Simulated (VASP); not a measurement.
A run of VASP 6.6.1 is set up as follows.

The input INCAR:

```
SYSTEM = Ru3Pb2Se2
PREC = Accurate
ENCUT = 520
EDIFF = 1E-6
ISMEAR = -5
SIGMA = 0.1
LREAL = .FALSE.
LASPH = .TRUE.
NELM = 60
ALGO = Normal
ISIF = 2
LWAVE = .FALSE.
LCHARG = .TRUE.
GGA = PS
LELF = .TRUE.
LVHAR = .TRUE.
NBANDS = 50
```

KPOINTS

```
regular mesh
0
G
  4 4 4
  0 0 0
```

POSCAR

```
Ru3Pb2Se2
1.0
    2.8563600000      4.9473550000      0.0000000000
   -2.8563600000      4.9473550000      0.0000000000
    0.0000000000     -3.2982370000      4.8434080000
Ru Se Pb
3 2 2
Direct
    0.0000000000      0.0000000000      0.5000000000
    0.5000000000      0.0000000000      0.5000000000
    0.0000000000      0.5000000000      0.5000000000
    0.2809000000      0.2809000000      0.8427000000
    0.7191000000      0.7191000000      0.1573000000
    0.5000000000      0.5000000000      0.5000000000
    0.0000000000      0.0000000000      0.0000000000
```

Potentials or basis: VASP PAW PBE potentials, release 64 (Ru_pv, Se, Pb_d).

The run is started by

```bash
$ cat potpaw_PBE.64/Ru_pv/POTCAR potpaw_PBE.64/Se/POTCAR potpaw_PBE.64/Pb_d/POTCAR > POTCAR
$ mpirun -np 1 vasp_std > vasp.out
```

**Question.** Predict the band gap on the k mesh.

**Answer.** Zero (bands 41 and 42 overlap by 0.45 eV).

**Question.** Predict the pressure.

**Answer.** 2.3 GPa.

**Question.** Estimate the largest force.

**Answer.** 2.377 eV/Å.

Forces on the atoms (eV/Å):
```
Ru   0.000  0.000  0.000
Ru   0.000  0.000  0.000
Ru   0.000  0.000  0.000
Se   0.000  0.000  2.377
Se   0.000  0.000 -2.377
Pb   0.000  0.000  0.000
Pb   0.000  0.000  0.000
```

Caveat: the PAW data sets were made with another functional, which shifts forces and pressure a little; spin-orbit coupling is left out, which moves the levels of the heavy elements; tetrahedron occupations give inexact forces and stress in metals.
